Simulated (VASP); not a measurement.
# Rh (P6_3/mmc) in VASP: a series of runs

Runs on Rh. Level: r2SCAN. Tasks: single point.

Program: VASP 6.6.1. These are calculated values, not measurements. Logs are shortened: lines on timing, memory, paths and dates and some standing lists are left out, and cuts for length are marked.

## (1) The cell of the first run

Symmetry: P6_3/mmc, No. 194, hexagonal system. The conventional cell has a = 2.743 Å, b = 2.743 Å, c = 8.672 Å, α = 90.00°, β = 90.00°, γ = 120.00°. Rh (site symmetry -3m) has 12 Rh at 2.68 to 2.74 Å within 3.5 Å. Within 3.5 Å of Rh (site symmetry -6m2) lie 12 Rh at 2.68 to 2.74 Å.

This isn't the form of Rh at room conditions, which is fcc.

## (2) Single point, r2SCAN (biaxial strain in the a-b plane: +2.0 %)

POSCAR

```
Rh
1.0
    2.7426250236      0.0000000000      0.0000000000
   -1.3713125118      2.3751829435      0.0000000000
    0.0000000000      0.0000000000      8.6720713660
Rh
4
Direct
    0.0000000000      0.0000000000      0.0000000000
    0.3333333333      0.6666666667      0.2500000000
    0.0000000000      0.0000000000      0.5000000000
    0.6666666667      0.3333333333      0.7500000000
```

INCAR.step1

```
SYSTEM = Rh
PREC     = Accurate       ! precision mode
ENCUT    = 550            ! plane-wave cutoff, eV
ISMEAR   = 0              ! smearing method
SIGMA    = 0.1            ! smearing width, eV
LREAL    = .FALSE.        ! projectors in reciprocal space
LASPH    = .TRUE.         ! aspherical terms in the spheres
NELM     = 120            ! most SCF steps
NBANDS   = 38             ! bands
GGA      = PE             ! functional
ALGO     = Normal         ! electronic algorithm
EDIFF    = 1E-5           ! SCF threshold, eV
LWAVE    = .TRUE.         ! write WAVECAR
LCHARG   = .FALSE.        ! write CHGCAR
GGA_COMPAT= .FALSE.
```

INCAR.step2

```
SYSTEM = Rh
PREC     = Accurate       ! precision mode
ENCUT    = 550            ! plane-wave cutoff, eV
EDIFF    = 1E-6           ! SCF threshold, eV
ISMEAR   = 0              ! smearing method
SIGMA    = 0.1            ! smearing width, eV
LREAL    = .FALSE.        ! projectors in reciprocal space
LASPH    = .TRUE.         ! aspherical terms in the spheres
NELM     = 120            ! most SCF steps
ALGO     = Normal         ! electronic algorithm
ISIF     = 2              ! what is computed and relaxed
LWAVE    = .FALSE.        ! write WAVECAR
LCHARG   = .FALSE.        ! write CHGCAR
METAGGA  = R2SCAN         ! meta-GGA
LMIXTAU  = .TRUE.       
NBANDS   = 38             ! bands
ISTART   = 1            
GGA_COMPAT= .FALSE.
```

KPOINTS

```
regular mesh
0
G
  24 24 6
  0 0 0
```

Potentials or basis: VASP PAW PBE potentials, release 64 (Rh_pv).

Launch:

```sh
cat potpaw_PBE.64/Rh_pv/POTCAR > POTCAR
cp INCAR.step1 INCAR
mpirun -np 1 vasp_std > vasp.out
cp INCAR.step2 INCAR
mpirun -np 1 vasp_std > vasp.out
```

OUTCAR:

```text
SYSTEM = Rh
   PREC = Accurate
   ENCUT = 550
   EDIFF = 1E-6
   ISMEAR = 0
   LREAL = .FALSE.
   LASPH = .TRUE.
   NELM = 120
   ISIF = 2
   METAGGA = R2SCAN
   ISTART = 1

 ion  position               nearest neighbor table
   1  0.000  0.000  0.000-   2 2.68   4 2.68   4 2.68   2 2.68   4 2.68   2 2.68
   2  0.333  0.667  0.250-   1 2.68   3 2.68   1 2.68   3 2.68   1 2.68   3 2.68
   3  0.000  0.000  0.500-   2 2.68   4 2.68   4 2.68   2 2.68   4 2.68   2 2.68
   4  0.667  0.333  0.750-   1 2.68   3 2.68   1 2.68   3 2.68   1 2.68   3 2.68

  LATTYP: Found a hexagonal cell.
 ALAT       =     2.7426250236
 C/A-ratio  =     3.1619602721

  Lattice vectors:

 A1 = (   2.7426250236,   0.0000000000,   0.0000000000)
 A2 = (  -1.3713125118,   2.3751829435,   0.0000000000)
 A3 = (   0.0000000000,   0.0000000000,   8.6720713660)

Analysis of symmetry for initial positions (statically):
=====================================================================
 Subroutine PRICEL returns:
 Original cell was already a primitive cell.

 Routine SETGRP: Setting up the symmetry group for a
 hexagonal supercell.

 Subroutine GETGRP returns: Found 24 space group operations
 (whereof 12 operations were pure point group operations)
 out of a pool of 24 trial point group operations.

The static configuration has the point symmetry D_3d.
 The point group associated with its full space group is D_6h.

Analysis of symmetry for dynamics (positions and initial velocities):
=====================================================================
 Subroutine PRICEL returns:
 Original cell was already a primitive cell.

 Routine SETGRP: Setting up the symmetry group for a
 hexagonal supercell.

 Subroutine GETGRP returns: Found 24 space group operations
 (whereof 12 operations were pure point group operations)
 out of a pool of 24 trial point group operations.

The dynamic configuration has the point symmetry D_3d.
 The point group associated with its full space group is D_6h.

 Subroutine INISYM returns: Found 24 space group operations
 (whereof 12 operations are pure point group operations),
 and found     1 'primitive' translations

----------------------------------------------------------------------------------------

                                     Primitive cell

  volume of cell :      56.4919

  direct lattice vectors                    reciprocal lattice vectors
     2.742625024  0.000000000  0.000000000     0.364614189  0.210510100  0.000000000
    -1.371312512  2.375182944  0.000000000     0.000000000  0.421020201  0.000000000
     0.000000000  0.000000000  8.672071366     0.000000000  0.000000000  0.115312704

  length of vectors
     2.742625024  2.742625024  8.672071366     0.421020201  0.421020201  0.115312704

  position of ions in fractional coordinates (direct lattice)
     0.000000000  0.000000000  0.000000000
     0.333333333  0.666666667  0.250000000
     0.000000000  0.000000000  0.500000000
     0.666666667  0.333333333  0.750000000

  ion indices of the primitive-cell ions
   primitive index   ion index
                 1           1
                 2           2
                 3           3
                 4           4

----------------------------------------------------------------------------------------

 KPOINTS: regular mesh

Automatic generation of k-mesh.
 Grid dimensions read from file:
 generate k-points for:   24   24    6

 Generating k-lattice:

  Cartesian coordinates                     Fractional coordinates (reciprocal lattice)
     0.015192258  0.008771254  0.000000000     0.041666667  0.000000000  0.000000000
     0.000000000  0.017542508  0.000000000     0.000000000  0.041666667  0.000000000
     0.000000000  0.000000000  0.019218784     0.000000000  0.000000000  0.166666667

  Length of vectors
     0.017542508  0.017542508  0.019218784

  Shift w.r.t. Gamma in fractional coordinates (k-lattice)
     0.000000000  0.000000000  0.000000000

 Subroutine IBZKPT returns following result:
 ===========================================

 Found    244 irreducible k-points:

 Following reciprocal coordinates:
            Coordinates               Weight
  0.000000  0.000000  0.000000      1.000000
  0.041667 -0.000000  0.000000      6.000000
  0.083333 -0.000000  0.000000      6.000000
  0.125000  0.000000  0.000000      6.000000
  0.166667  0.000000  0.000000      6.000000
  0.208333  0.000000  0.000000      6.000000
[... 16 lines left out ...]
  0.416667  0.041667  0.000000     12.000000
  0.458333  0.041667  0.000000     12.000000
 [... further k-points ...]
   k-points           NKPTS =    244   k-points in BZ     NKDIM =    244   number of bands    NBANDS=     38
   number of dos      NEDOS =    301   number of ions     NIONS =      4
   total plane-waves  NPLWV =  40320
   dimension x,y,z NGX =    24 NGY =   24 NGZ =   70
   dimension x,y,z NGXF=    48 NGYF=   48 NGZF=  140
   ions per type =               4
   NGX,Y,Z   is equivalent  to a cutoff of  14.55, 14.55, 13.42 a.u.
   NGXF,Y,Z  is equivalent  to a cutoff of  29.10, 29.10, 26.84 a.u.
 SYSTEM =  Rh
   PREC   = accura    normal or accurate (medium, high low for compatibility)
   ISTART =      1    job   : 0-new  1-cont  2-samecut
   ICHARG =      0    charge: 1-file 2-atom 10-const
   ISPIN  =      1    spin polarized calculation?
   LNONCOLLINEAR =      F non collinear calculations
   LSORBIT =      F    spin-orbit coupling
   LASPH  =      T    aspherical Exc in radial PAW
   ENCUT  =  550.0 eV  40.42 Ry    6.36 a.u.   5.24  5.24 16.58*2*pi/ulx,y,z
   NELM   =    120;   NELMIN=  2; NELMDL=  0     # of ELM steps
   EDIFF  = 0.1E-05   stopping-criterion for ELM
   LREAL  =      F    real-space projection
   EDIFFG = 0.1E-04   stopping-criterion for IOM
   NSW    =      0    number of steps for IOM
   IBRION =     -1    ionic relax: 0-MD 1-quasi-New 2-CG
   NFREE  =      0    steps in history (QN), initial steepest desc. (CG)
   ISIF   =      2    stress and relaxation
   ISYM   =      2    0-nonsym 1-usesym 2-fastsym
   POTIM  = 0.5000    time-step for ionic-motion
   TEBEG  =    0.0;   TEEND  =   0.0 temperature during run
   PSTRESS=    0.0 pullay stress
   NELECT =      60.0000    total number of electrons
   NUPDOWN=      -1.0000    fix difference up-down
   EMIN   =  10.00;   EMAX   =-10.00  energy-range for DOS
   EFERMI =   0.00;   METHOD = LEGACY
   ISMEAR =     0;   SIGMA  =   0.10  broadening in eV -4-tet -1-fermi 0-gaus
   EFERMI_NEDOS =   21; number of points for ismear=-14 and -15
   IALGO  =     38    algorithm
   IMIX   =      4    mixing-type and parameters
     AMIX     =   0.40;   BMIX     =  1.00
     AMIX_MAG =   1.60;   BMIX_MAG =  1.00
  volume/ion in A,a.u.               =      14.12        95.31
  Fermi-wavevector in a.u.,A,eV,Ry     =   1.670308  3.156424 37.959269  2.789928
  Thomas-Fermi vector in A             =   2.755828
   LORBIT       =      0    0 simple, 1 ext, 2 COOP (PROOUT), +10 PAW based schemes
   METAGGA = R2SCAN    functional components
   LHFCALC =     F    Hartree Fock is set to
   AEXX    =    0.0000 exact exchange contribution
   IVDW    =     0    specifies the selected vdW correction
   LEPSILON=     F    determine dielectric tensor
   LRPA    =     F    only Hartree local field effects (RPA)
 non-spin polarized calculation
 Gauss-broadening in eV      SIGMA  =   0.10
  energy-cutoff  :      550.00
  volume of cell :       56.49
 maximum number of plane-waves:      1684
 NGX is ok and might be reduce to    24
   NGX = 11   NGY = 11   NGZ = 33

 number of electron      59.9999996 magnetization

 Free energy of the ion-electron system (eV)
  ---------------------------------------------------
  ext. energy  EPLUGINS =         0.00000000
  ---------------------------------------------------
  free energy    TOTEN  =       -96.41266720 eV

  energy without entropy =      -96.38325026  energy(sigma->0) =      -96.39795873

 E-fermi :  11.2881     XC(G=0): -15.0039

 val. band max:       11.2871763461   @ k =   0.2083   0.1250   0.3333
 cond. band min:      11.2892163585   @ k =   0.2500   0.1250   0.0000
 fundamental gap:      0.0020400125
 Fermi energy:        11.2881399315

 k-point     1 :       0.0000    0.0000    0.0000
  band No.  band energies     occupation
      1     -37.2536      2.00000
      2     -36.8769      2.00000
      3     -36.8693      2.00000
      4     -36.6052      2.00000
      5     -36.6052      2.00000
      6     -36.5593      2.00000
[... 30 lines left out ...]
     37      20.5167      0.00000
     38      26.4706      0.00000

 k-point     2 :       0.0417   -0.0000    0.0000
  band No.  band energies     occupation
      1     -37.2496      2.00000
      2     -36.8783      2.00000
      3     -36.8710      2.00000
      4     -36.6136      2.00000
      5     -36.6081      2.00000
      6     -36.5650      2.00000
[... 30 lines left out ...]
     37      20.5069      0.00000
     38      26.5429      0.00000

 k-point     3 :       0.0833   -0.0000    0.0000
  band No.  band energies     occupation
      1     -37.2377      2.00000
      2     -36.8829      2.00000
      3     -36.8768      2.00000
      4     -36.6376      2.00000
      5     -36.6164      2.00000
      6     -36.5813      2.00000
[... 30 lines left out ...]
     37      20.4792      0.00000
     38      26.7408      0.00000

 k-point     4 :       0.1250    0.0000    0.0000
  band No.  band energies     occupation
      1     -37.2184      2.00000
      2     -36.8920      2.00000
      3     -36.8885      2.00000
      4     -36.6750      2.00000
      5     -36.6293      2.00000
      6     -36.6068      2.00000
[... 30 lines left out ...]
     37      20.4391      0.00000
     38      26.9973      0.00000
[... 703 lines left out ...]
      4     -36.9533      2.00000
      5     -36.9401      2.00000
      6     -36.7490      2.00000
[... 30 lines left out ...]
     37      20.8274      0.00000
     38      21.2204      0.00000

 k-point    23 :       0.4167    0.0417    0.0000
  band No.  band energies     occupation
      1     -37.1711      2.00000
      2     -37.1490      2.00000
      3     -37.0305      2.00000
      4     -36.9843      2.00000
      5     -36.8971      2.00000
      6     -36.7688      2.00000
[... 30 lines left out ...]
     37      20.7983      0.00000
     38      20.9306      0.00000

 k-point    24 :       0.4583    0.0417    0.0000
  band No.  band energies     occupation
      1     -37.1861      2.00000
      2     -37.1613      2.00000
      3     -37.0451      2.00000
      4     -37.0003      2.00000
      5     -36.8571      2.00000
      6     -36.8026      2.00000
[... 30 lines left out ...]
     37      20.5263      0.00000
     38      20.5804      0.00000

 [... further k-points ...]

------------------------ aborting loop because EDIFF is reached ----------------------------------------

  FORCE on cell =-STRESS in cart. coord.  units (eV):
  Direction    XX          YY          ZZ          XY          YZ          ZX
  --------------------------------------------------------------------------------------
  -------------------------------------------------------------------------------------
  Total       -3.2105783     -3.2105783      0.2331377      0.0000000      0.0000000     -0.0000000
  in kB      -91.0557764    -91.0557764      6.6120594      0.0000000      0.0000000     -0.0000000
  external PRESSURE =     -58.4998311 kB  Pullay stress =       0.0000000 kB

 VOLUME and BASIS-vectors are now :
 -----------------------------------------------------------------------------
  energy-cutoff  :      550.00
  volume of cell :       56.49
      direct lattice vectors                 reciprocal lattice vectors
     2.742625024  0.000000000  0.000000000     0.364614189  0.210510100  0.000000000
    -1.371312512  2.375182944  0.000000000     0.000000000  0.421020201  0.000000000
     0.000000000  0.000000000  8.672071366     0.000000000  0.000000000  0.115312704

 POSITION                                       TOTAL-FORCE (eV/Angst)
 -----------------------------------------------------------------------------------
      0.00000      0.00000      0.00000         0.000000     -0.000000     -0.000000
     -0.00000      1.58346      2.16802        -0.000000      0.000000      0.000000
      0.00000      0.00000      4.33604         0.000000     -0.000000     -0.000000
      1.37131      0.79173      6.50405         0.000000     -0.000000      0.000000
 -----------------------------------------------------------------------------------
    total drift:                               -0.000000      0.000000      0.000000

  FREE ENERGIE OF THE ION-ELECTRON SYSTEM (eV)
  ---------------------------------------------------
  free  energy   TOTEN  =       -96.4126672003 eV

  energy  without entropy=      -96.3832502552  energy(sigma->0) =      -96.39795873
```

Run time: 14 min. Hardware: 1 thread of Intel Xeon 6975P-C (Granite Rapids), shared host; peak memory 0.49 GiB.

Results:

```yaml
Free_energy: -96.4127 eV
Pressure: -5.8 GPa
Band_gap_on_the_k_mesh: zero (bands 30 and 31 overlap by 1.90 eV)
```

Stress tensor (GPa, compression positive):
```
-9.11  0.00  0.00
 0.00 -9.11  0.00
 0.00  0.00  0.66
```

Caveat: the cell differs from its parent crystal (biaxial strain in the a-b plane: +2.0 %); the stress differs along the axes, from -9 to 1 GPa; the PAW data sets were made with another functional, which shifts forces and pressure a little.

## (3) Single point, r2SCAN

This run uses another cell than the first one, of 13.80 Å³/atom.

POSCAR

```
Rh
1.0
    2.6917446234      0.0000000000      0.0000000000
   -1.3458723117      2.3311192244      0.0000000000
    0.0000000000      0.0000000000      8.7980701300
Rh
4
Direct
    0.0000000000      0.0000000000      0.0000000000
    0.3333333300      0.6666666700      0.2500000000
    0.0000000000      0.0000000000      0.5000000000
    0.6666666700      0.3333333300      0.7500000000
```

INCAR.step1

```
SYSTEM = Rh
PREC = Accurate
ENCUT = 550
ISMEAR = 0
SIGMA = 0.1
LREAL = .FALSE.
LASPH = .TRUE.
NELM = 120
NBANDS = 38
GGA = PE
ALGO = Normal
EDIFF = 1E-5
LWAVE = .TRUE.
LCHARG = .FALSE.
GGA_COMPAT = .FALSE.
```

INCAR.step2

```
SYSTEM = Rh
PREC = Accurate
ENCUT = 550
EDIFF = 1E-6
ISMEAR = 0
SIGMA = 0.1
LREAL = .FALSE.
LASPH = .TRUE.
NELM = 120
ALGO = Normal
ISIF = 2
LWAVE = .FALSE.
LCHARG = .TRUE.
METAGGA = R2SCAN
LMIXTAU = .TRUE.
LELF = .TRUE.
LVHAR = .TRUE.
NBANDS = 38
ISTART = 1
GGA_COMPAT = .FALSE.
```

KPOINTS

```
regular mesh
0
G
  6 6 2
  0 0 0
```

Potentials or basis: VASP PAW PBE potentials, release 64 (Rh_pv).

Launch:

```sh
cat potpaw_PBE.64/Rh_pv/POTCAR > POTCAR
cp INCAR.step1 INCAR
mpirun -np 1 vasp_std > vasp.out
cp INCAR.step2 INCAR
mpirun -np 1 vasp_std > vasp.out
```

It took 1.8 min on 1 thread of Intel Xeon 8259CL, shared host; peak memory 0.2 GiB.

It converged, with:

```yaml
Free_energy: -96.3422 eV
Pressure: 0.5 GPa
Band_gap_on_the_k_mesh: zero (bands 30 and 31 overlap by 2.10 eV)
```

Stress tensor (GPa, compression positive):
```
 2.30  0.00  0.00
 0.00  2.30  0.00
 0.00  0.00 -3.14
```

Levels at points of the mesh, in eV from the Fermi level:
| k point | band 28 | band 29 | band 30 | band 31 | band 32 | band 33 |
| --- | --- | --- | --- | --- | --- | --- |
| (0.00, 0.00, 0.00) | -1.46 | -1.46 | -0.86 | -0.86 | -0.31 | -0.31 |
| (0.50, 0.00, 0.00) | 0.66 | 0.76 | 0.94 | 0.95 | 0.95 | 1.48 |
| (0.00, 0.00, 0.50) | -1.14 | -1.14 | -1.14 | -1.01 | -1.01 | 0.12 |
| (0.50, 0.00, 0.50) | -0.08 | 0.69 | 0.69 | 0.92 | 0.92 | 3.11 |

Caveat: the k points lie up to 0.45 Å⁻¹ apart, too coarse for converged energies and pressures of a metal; the PAW data sets were made with another functional, which shifts forces and pressure a little.

## (4) Single point, r2SCAN (equal strain along all axes, cell held: +3.0 %)

POSCAR

```
Rh
1.0
    2.7695135043      0.0000000000      0.0000000000
   -1.3847567521      2.3984690508      0.0000000000
    0.0000000000      0.0000000000      9.0407221730
Rh
4
Direct
    0.0000000000      0.0000000000      0.0000000000
    0.3333333333      0.6666666667      0.2500000000
    0.0000000000      0.0000000000      0.5000000000
    0.6666666667      0.3333333333      0.7500000000
```

INCAR.step1

```
SYSTEM = Rh
PREC = Accurate
ENCUT = 520
ISMEAR = 0
SIGMA = 0.1
LREAL = .False.
LASPH = .True.
NELM = 60
NBANDS = 38
GGA = PE
ALGO = Normal
EDIFF = 1E-4
LWAVE = .True.
LCHARG = .False.
```

INCAR.step2

```
SYSTEM = Rh
PREC = Accurate
ENCUT = 520
EDIFF = 1E-7
ISMEAR = 0
SIGMA = 0.1
LREAL = .False.
LASPH = .True.
NELM = 60
ALGO = Normal
ISIF = 2
LWAVE = .False.
LCHARG = .True.
METAGGA = R2SCAN
LMIXTAU = .True.
LELF = .True.
LVHAR = .True.
NBANDS = 38
ISTART = 1
```

KPOINTS

```
regular mesh
0
Gamma
  24 24 6
  0 0 0
```

Launch:

```sh
cat potpaw_PBE.64/Rh_pv/POTCAR > POTCAR
cp INCAR.step1 INCAR
mpirun -np 1 vasp_std > vasp.out
cp INCAR.step2 INCAR
mpirun -np 1 vasp_std > vasp.out
```

It took 66 min on 1 thread of Oxide Virtual Turin-like, shared host; peak memory 0.45 GiB.

Results (log left out):

```yaml
Free_energy: -96.1630 eV
Pressure: -19.0 GPa
Band_gap_on_the_k_mesh: zero (bands 30 and 31 overlap by 1.80 eV)
```

Stress tensor (GPa, compression positive):
```
-18.96   0.00   0.00
  0.00 -18.96   0.00
  0.00   0.00 -19.14
```

Levels at points of the mesh, in eV from the Fermi level:
```
           k point  band 26  band 27  band 28  band 29  band 30  band 31  band 32  band 33  band 34  band 35
(0.00, 0.00, 0.00)    -2.37    -2.37    -1.34    -1.34    -0.80    -0.80    -0.34    -0.34     0.36     0.36
(0.50, 0.00, 0.00)     0.43     0.48     0.52     0.57     0.73     0.75     0.78     1.46     2.44     4.19
(0.00, 0.00, 0.50)    -2.58    -1.06    -1.06    -1.06    -1.06    -0.87    -0.87     0.05     0.05     0.05
(0.50, 0.00, 0.50)    -0.86    -0.13    -0.13     0.50     0.50     0.71     0.71     2.84     2.84     4.20
```

Caveat: the cell differs from its parent crystal (equal strain along all axes, cell held: +3.0 %); the cell stands under tension; the PAW data sets were made with another functional, which shifts forces and pressure a little.

(Continued in part 2 of 2.)
